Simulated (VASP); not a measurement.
# NaCl in VASP: single point with PBE+D3(BJ)

Aim: the single point of NaCl with PBE+D3(BJ).

Everything below comes from runs of VASP 6.6.1. Logs are shortened: lines on timing, memory, paths and dates and some standing lists are left out, and cuts for length are marked.

## 1. The cell of the first run

The cell holds a slab with vacuum, 16 atoms: a = 7.885 Å, b = 7.885 Å, c = 20.829 Å, α = 90.00°, β = 90.00°, γ = 120.00°.

## 2. Single point, PBE+D3(BJ)

The input, INCAR:

```
SYSTEM = NaCl
ALGO = Normal ; DIPOL = 0.5 0.5 0.509
EDIFF = 1E-6 ; ENCUT = 520
GGA = PE ; IDIPOL = 3
ISIF = 2 ; ISMEAR = 0
IVDW = 12 ; LASPH = .TRUE.
LCHARG = .TRUE. ; LDIPOL = .TRUE.
LELF = .TRUE. ; LREAL = Auto
LVACPOTAV = .TRUE. ; LVHAR = .TRUE.
LWAVE = .FALSE. ; NBANDS = 70
NELM = 60 ; PREC = Accurate
SIGMA = 0.05
```

The input, KPOINTS:

```
k-points
0
G
  2 2 1
  0 0 0
```

The input, POSCAR:

```
NaCl
1.0
    7.8849376734      0.0000000000      0.0000000000
   -3.9424688367      6.8285563324      0.0000000000
    0.0000000000      0.0000000000     20.8285184884
Cl Na
8 8
Direct
    0.1666666667      0.3333333333      0.3840887677
    0.1666666667      0.8333333333      0.3840887677
    0.6666666667      0.3333333333      0.3840887677
    0.6666666667      0.8333333333      0.3840887677
    0.5000000000      0.5000000000      0.5671744599
    0.5000000000      0.0000000000      0.5671744599
    0.0000000000      0.5000000000      0.5671744599
    0.0000000000      0.0000000000      0.5671744599
    0.3333333333      0.1666666667      0.4613629226
    0.3333333333      0.6666666667      0.4613629226
    0.8333333333      0.1666666667      0.4613629226
    0.8333333333      0.6666666667      0.4613629226
    0.6666666667      0.3333333333      0.6228772619
    0.6666666667      0.8333333333      0.6228772619
    0.1666666667      0.3333333333      0.6228772619
    0.1666666667      0.8333333333      0.6228772619
```

Potentials or basis: VASP PAW PBE potentials, release 64 (Cl, Na_pv).

The run is started by

```console
> cat potpaw_PBE.64/Cl/POTCAR potpaw_PBE.64/Na_pv/POTCAR > POTCAR
> mpirun -np 1 vasp_std > vasp.out
```

OUTCAR:

```text
SYSTEM = NaCl
   EDIFF = 1E-6
   ENCUT = 520
   GGA = PE
   ISIF = 2
   ISMEAR = 0
   IVDW = 12
   LASPH = .TRUE.
   LREAL = Auto
   NELM = 60
   PREC = Accurate
 IVDW          = 12

 ion  position               nearest neighbor table
   1  0.167  0.333  0.384-
   2  0.167  0.833  0.384-
   3  0.667  0.333  0.384-
   4  0.667  0.833  0.384-
   5  0.500  0.500  0.567-  14 2.55  15 2.55  13 2.55
   6  0.500  0.000  0.567-  13 2.55  16 2.55  14 2.55
   7  0.000  0.500  0.567-  16 2.55  13 2.55  15 2.55
   8  0.000  0.000  0.567-  15 2.55  14 2.55  16 2.55
   9  0.333  0.167  0.461-
  10  0.333  0.667  0.461-
  11  0.833  0.167  0.461-
  12  0.833  0.667  0.461-
  13  0.667  0.333  0.623-   6 2.55   7 2.55   5 2.55
  14  0.667  0.833  0.623-   5 2.55   8 2.55   6 2.55
  15  0.167  0.333  0.623-   8 2.55   5 2.55   7 2.55
  16  0.167  0.833  0.623-   7 2.55   6 2.55   8 2.55

  LATTYP: Found a hexagonal cell.
 ALAT       =     7.8849376734
 C/A-ratio  =     2.6415577841

  Lattice vectors:

 A1 = (   7.8849376734,   0.0000000000,   0.0000000000)
 A2 = (  -3.9424688367,   6.8285563324,   0.0000000000)
 A3 = (   0.0000000000,   0.0000000000,  20.8285184884)

Analysis of symmetry for initial positions (statically):
=====================================================================
 Subroutine PRICEL returns following result:

  LATTYP: Found a hexagonal cell.
 ALAT       =     3.9424688367
 C/A-ratio  =     5.2831155682

  Lattice vectors:

 A1 = (   3.9424688367,   0.0000000000,   0.0000000000)
 A2 = (  -1.9712344184,   3.4142781662,   0.0000000000)
 A3 = (   0.0000000000,   0.0000000000,  20.8285184884)

   4 primitive cells build up your supercell.

 Routine SETGRP: Setting up the symmetry group for a
 hexagonal supercell.

 Subroutine GETGRP returns: Found  6 space group operations
 (whereof  6 operations were pure point group operations)
 out of a pool of 24 trial point group operations.

The static configuration has the point symmetry C_3v.

Analysis of symmetry for dynamics (positions and initial velocities):
=====================================================================
 Subroutine PRICEL returns following result:

  LATTYP: Found a hexagonal cell.
 ALAT       =     3.9424688367
 C/A-ratio  =     5.2831155682

  Lattice vectors:

 A1 = (   3.9424688367,   0.0000000000,   0.0000000000)
 A2 = (  -1.9712344184,   3.4142781662,   0.0000000000)
 A3 = (   0.0000000000,   0.0000000000,  20.8285184884)

   4 primitive cells build up your supercell.

 Routine SETGRP: Setting up the symmetry group for a
 hexagonal supercell.

 Subroutine GETGRP returns: Found  6 space group operations
 (whereof  6 operations were pure point group operations)
 out of a pool of 24 trial point group operations.

The dynamic configuration has the point symmetry C_3v.

 Subroutine INISYM returns: Found  6 space group operations
 (whereof  6 operations are pure point group operations),
 and found     4 'primitive' translations

----------------------------------------------------------------------------------------

                                     Primitive cell

  volume of cell :     280.3661

  direct lattice vectors                    reciprocal lattice vectors
     3.942468837  0.000000000  0.000000000     0.253648169  0.146443838  0.000000000
    -1.971234418  3.414278166  0.000000000     0.000000000  0.292887677  0.000000000
     0.000000000  0.000000000 20.828518488     0.000000000  0.000000000  0.048011096

  length of vectors
     3.942468837  3.942468837 20.828518488     0.292887677  0.292887677  0.048011096

  position of ions in fractional coordinates (direct lattice)
     0.333333333  0.666666667  0.384088768
     0.000000000  0.000000000  0.567174460
     0.666666667  0.333333333  0.461362923
     0.333333333  0.666666667  0.622877262

  ion indices of the primitive-cell ions
   primitive index   ion index
                 1           1
                 2           7
                 3           9
                 4          15

----------------------------------------------------------------------------------------

 KPOINTS: k-points

Automatic generation of k-mesh.
 Grid dimensions read from file:
 generate k-points for:    2    2    1

 Generating k-lattice:

  Cartesian coordinates                     Fractional coordinates (reciprocal lattice)
     0.063412042  0.036610960  0.000000000     0.500000000  0.000000000  0.000000000
     0.000000000  0.073221919  0.000000000     0.000000000  0.500000000  0.000000000
     0.000000000  0.000000000  0.048011096     0.000000000  0.000000000  1.000000000

  Length of vectors
     0.073221919  0.073221919  0.048011096

  Shift w.r.t. Gamma in fractional coordinates (k-lattice)
     0.000000000  0.000000000  0.000000000

 Subroutine IBZKPT returns following result:
 ===========================================

 Found      2 irreducible k-points:

 Following reciprocal coordinates:
            Coordinates               Weight
  0.000000  0.000000  0.000000      1.000000
  0.500000 -0.000000  0.000000      3.000000
   k-points           NKPTS =      2   k-points in BZ     NKDIM =      2   number of bands    NBANDS=     70
   number of dos      NEDOS =    301   number of ions     NIONS =     16
   total plane-waves  NPLWV = 576000
   dimension x,y,z NGX =    60 NGY =   60 NGZ =  160
   dimension x,y,z NGXF=   120 NGYF=  120 NGZF=  320
   ions per type =               8   8
   NGX,Y,Z   is equivalent  to a cutoff of  12.65, 12.65, 12.77 a.u.
   NGXF,Y,Z  is equivalent  to a cutoff of  25.30, 25.30, 25.54 a.u.
 SYSTEM =  NaCl
   PREC   = accura    normal or accurate (medium, high low for compatibility)
   ISTART =      0    job   : 0-new  1-cont  2-samecut
   ICHARG =      2    charge: 1-file 2-atom 10-const
   ISPIN  =      1    spin polarized calculation?
   LNONCOLLINEAR =      F non collinear calculations
   LSORBIT =      F    spin-orbit coupling
   LASPH  =      T    aspherical Exc in radial PAW
   ENCUT  =  520.0 eV  38.22 Ry    6.18 a.u.  14.66 14.66 38.73*2*pi/ulx,y,z
   NELM   =     60;   NELMIN=  2; NELMDL= -5     # of ELM steps
   EDIFF  = 0.1E-05   stopping-criterion for ELM
   LREAL  =      T    real-space projection
   EDIFFG = 0.1E-04   stopping-criterion for IOM
   NSW    =      0    number of steps for IOM
   IBRION =     -1    ionic relax: 0-MD 1-quasi-New 2-CG
   NFREE  =      0    steps in history (QN), initial steepest desc. (CG)
   ISIF   =      2    stress and relaxation
   ISYM   =      2    0-nonsym 1-usesym 2-fastsym
   POTIM  = 0.5000    time-step for ionic-motion
   TEBEG  =    0.0;   TEEND  =   0.0 temperature during run
   PSTRESS=    0.0 pullay stress
   NELECT =     112.0000    total number of electrons
   NUPDOWN=      -1.0000    fix difference up-down
   EMIN   =  10.00;   EMAX   =-10.00  energy-range for DOS
   EFERMI =   0.00;   METHOD = LEGACY
   ISMEAR =     0;   SIGMA  =   0.05  broadening in eV -4-tet -1-fermi 0-gaus
   EFERMI_NEDOS =   21; number of points for ismear=-14 and -15
   IALGO  =     38    algorithm
   IMIX   =      4    mixing-type and parameters
     AMIX     =   0.40;   BMIX     =  1.00
     AMIX_MAG =   1.60;   BMIX_MAG =  1.00
  volume/ion in A,a.u.               =      70.09       473.00
  Fermi-wavevector in a.u.,A,eV,Ry     =   0.759543  1.435328  7.849275  0.576905
  Thomas-Fermi vector in A             =   1.858361
   LORBIT       =      0    0 simple, 1 ext, 2 COOP (PROOUT), +10 PAW based schemes
   GGA     = PE    functional components
   LHFCALC =     F    Hartree Fock is set to
   AEXX    =    0.0000 exact exchange contribution
   IVDW    =    12    specifies the selected vdW correction
   LEPSILON=     F    determine dielectric tensor
   LRPA    =     F    only Hartree local field effects (RPA)
 non-spin polarized calculation
 Gauss-broadening in eV      SIGMA  =   0.05
  energy-cutoff  :      520.00
  volume of cell :     1121.46
 maximum number of plane-waves:     30299
 NGX is ok and might be reduce to    60
   NGX = 29   NGY = 29   NGZ = 77

 number of electron     112.0000069 magnetization

 dipolmoment           0.000000      0.000000     -1.853437 electrons x Angstroem

 Free energy of the ion-electron system (eV)
  ---------------------------------------------------
  ext. energy  EPLUGINS =         0.00000000
  ---------------------------------------------------
  free energy    TOTEN  =       -45.25245486 eV

  energy without entropy =      -45.22465481  energy(sigma->0) =      -45.23855483

 E-fermi :  -2.8992     XC(G=0):  -3.4625

 val. band max:       -3.0244103729   @ k =   0.5000  -0.0000   0.0000
 cond. band min:      -2.8745054808   @ k =   0.0000   0.0000   0.0000
 fundamental gap:      0.1499048922
 Fermi energy:        -2.8992498525

 k-point     1 :       0.0000    0.0000    0.0000
  band No.  band energies     occupation
      1     -28.3970      2.00000
      2     -28.3912      2.00000
      3     -28.3912      2.00000
      4     -28.3912      2.00000
      5     -28.3828      2.00000
      6     -28.3828      2.00000
[... 60 lines left out ...]
     67       1.3084      0.00000
     68       1.3084      0.00000

 k-point     2 :       0.5000   -0.0000    0.0000
  band No.  band energies     occupation
      1     -28.3945      2.00000
      2     -28.3945      2.00000
      3     -28.3912      2.00000
      4     -28.3912      2.00000
      5     -28.3784      2.00000
      6     -28.3784      2.00000
[... 60 lines left out ...]
     67       1.3628      0.00000
     68       1.3628      0.00000
 [bands above 68 left out]

------------------------ aborting loop because EDIFF is reached ----------------------------------------

 Edisp (eV)   -2.21063

 E8    (eV) :    -0.9685

  FORCE on cell =-STRESS in cart. coord.  units (eV):
  Direction    XX          YY          ZZ          XY          YZ          ZX
  --------------------------------------------------------------------------------------
  -------------------------------------------------------------------------------------
  Total       2.94191     2.94191    -6.92381     0.00000     0.00000     0.00000
  in kB       4.20295     4.20295    -9.89168     0.00000     0.00000     0.00000
  external pressure =       -0.50 kB  Pullay stress =        0.00 kB

 VOLUME and BASIS-vectors are now :
 -----------------------------------------------------------------------------
  energy-cutoff  :      520.00
  volume of cell :     1121.46
      direct lattice vectors                 reciprocal lattice vectors
     7.884937673  0.000000000  0.000000000     0.126824084  0.073221919  0.000000000
    -3.942468837  6.828556332  0.000000000     0.000000000  0.146443838  0.000000000
     0.000000000  0.000000000 20.828518488     0.000000000  0.000000000  0.048011096

 POSITION                                       TOTAL-FORCE (eV/Angst)
 -----------------------------------------------------------------------------------
      0.00000      2.27619      8.00000        -0.000000     -0.000000      1.117238
     -1.97123      5.69046      8.00000         0.000000      0.000000      1.117238
      3.94247      2.27619      8.00000         0.000000     -0.000000      1.117238
      1.97123      5.69046      8.00000         0.000000      0.000000      1.117238
      1.97123      3.41428     11.81340         0.000000      0.000000     -0.019126
      3.94247      0.00000     11.81340         0.000000      0.000000     -0.019126
[... 8 lines left out ...]
      0.00000      2.27619     12.97361         0.000000     -0.000000      0.020448
     -1.97123      5.69046     12.97361         0.000000     -0.000000      0.020448
 -----------------------------------------------------------------------------------
    total drift:                               -0.000003      0.000001     -0.015153

  FREE ENERGIE OF THE ION-ELECTRON SYSTEM (eV)
  ---------------------------------------------------
  free  energy   TOTEN  =       -47.4630816286 eV

  energy  without entropy=      -47.4352815832  energy(sigma->0) =      -47.44918161

 vacuum level on the upper side and lower side of the slab        -0.727         5.504
```

It took 7.6 min on 1 thread of Intel Xeon Platinum 8375C at 2.90GHz (Ice Lake), shared host; peak memory 1.1 GiB.

Results:

```
Free energy                : -47.4631 eV
Largest force              : 1.119 eV/Å
Band gap on the k mesh     : zero (filled and empty bands touch)
Dispersion energy per atom : -0.138 eV
```

Forces in eV/Å, atoms in the order of the input:
```
Cl   0.000  0.000  1.117
Cl   0.000  0.000  1.117
Cl   0.000  0.000  1.117
Cl   0.000  0.000  1.117
Cl   0.000  0.000 -0.019
Cl   0.000  0.000 -0.019
Cl   0.000  0.000 -0.019
Cl   0.000  0.000 -0.019
Na   0.000  0.000 -1.119
Na   0.000  0.000 -1.119
Na   0.000  0.000 -1.119
Na   0.000  0.000 -1.119
Na   0.000  0.000  0.020
Na   0.000  0.000  0.020
Na   0.000  0.000  0.020
Na   0.000  0.000  0.020
```

Levels at points of the mesh, in eV from the Fermi level:
| k point | band 53 | band 54 | band 55 | band 56 | band 57 | band 58 |
| --- | --- | --- | --- | --- | --- | --- |
| (0.00, 0.00, 0.00) | -0.27 | -0.27 | -0.27 | 0.02 | 0.02 | 1.70 |
| (0.50, 0.00, 0.00) | -0.59 | -0.59 | -0.13 | -0.13 | 0.05 | 0.05 |

Caveat: the k points lie up to 0.46 Å⁻¹ apart.
